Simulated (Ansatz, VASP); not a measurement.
# One calculation of Al, two programs

POSCAR

```
Al
1.0
   -1.5514382228      1.5514382228      1.6707796245
    1.5514382228     -1.5514382228      1.6707796245
    1.5514382228      1.5514382228     -1.6707796245
Al
1
Direct
    0.0000000000      0.0000000000      0.0000000000
```

The input INCAR.step1:

```
PREC     = Accurate       # precision mode
ENCUT    = 520            # plane-wave cutoff, eV
ISMEAR   = 0              # smearing method
SIGMA    = 0.15           # smearing width, eV
LREAL    = False          # projectors in reciprocal space
LASPH    = True           # aspherical terms in the spheres
NELM     = 80             # most SCF steps
NBANDS   = 8              # bands
GGA      = PE             # functional
ALGO     = Normal         # electronic algorithm
EDIFF    = 1E-4           # SCF threshold, eV
LWAVE    = True           # write WAVECAR
LCHARG   = False          # write CHGCAR
```

Contents of INCAR.step2:

```
PREC     = Accurate       # precision mode
ENCUT    = 520            # plane-wave cutoff, eV
EDIFF    = 1E-6           # SCF threshold, eV
ISMEAR   = 0              # smearing method
SIGMA    = 0.15           # smearing width, eV
LREAL    = False          # projectors in reciprocal space
LASPH    = True           # aspherical terms in the spheres
NELM     = 80             # most SCF steps
ALGO     = Normal         # electronic algorithm
ISIF     = 2              # what is computed and relaxed
LWAVE    = False          # write WAVECAR
LCHARG   = False          # write CHGCAR
METAGGA  = R2SCAN         # meta-GGA
LMIXTAU  = True         
NBANDS   = 8              # bands
ISTART   = 1
```

The input KPOINTS:

```
regular mesh
0
Gamma
  20 20 20
```

Input for Ansatz:

```yaml
crystal:
  lattice:
    - [-1.5514382228, 1.5514382228, 1.6707796245]
    - [1.5514382228, -1.5514382228, 1.6707796245]
    - [1.5514382228, 1.5514382228, -1.6707796245]
  atoms:
    - { symbol: Al, position: [0.0, 0.0, 0.0] }
basis:
  ecutwfc: 500
kpoints:
  mp_grid: { grid: [20, 20, 20] }
hamiltonian:
  xc: r2scan
scf:
  occupations: { method: gaussian, width: 0.15 }
output:
  forces: true
  stress: true
  eigenvalues: true
```

Change from the starting cell: strain -0.025 along x and y, +0.050 along z, atoms carried along.

Alike in both runs: task single point; functional r2SCAN; k mesh 20 × 20 × 20; occupations gaussian, width 0.15 eV; no spin polarisation.

|  | VASP | Ansatz |
| --- | --- | --- |
| version | VASP 6.6.1 | Ansatz 0.2.0 |
| potentials or method | VASP PAW PBE potentials, release 64 (Al), cutoff 520 eV | scalar-relativistic, plane waves, PAW |
| valence electrons in the cell | 3 | 3 |

```csv
,VASP,Ansatz,Ansatz less VASP
gap on the k mesh at the Fermi level (eV),none,none,-
pressure (GPa),0.2,0.5,+0.31
"traceless stress, the component that is largest in VASP (GPa)",2.60,2.60,0.000
```

VASP's potentials were made for PBE, not for r2SCAN. A gap of «none» marks a metal or a gap that the smearing closes.
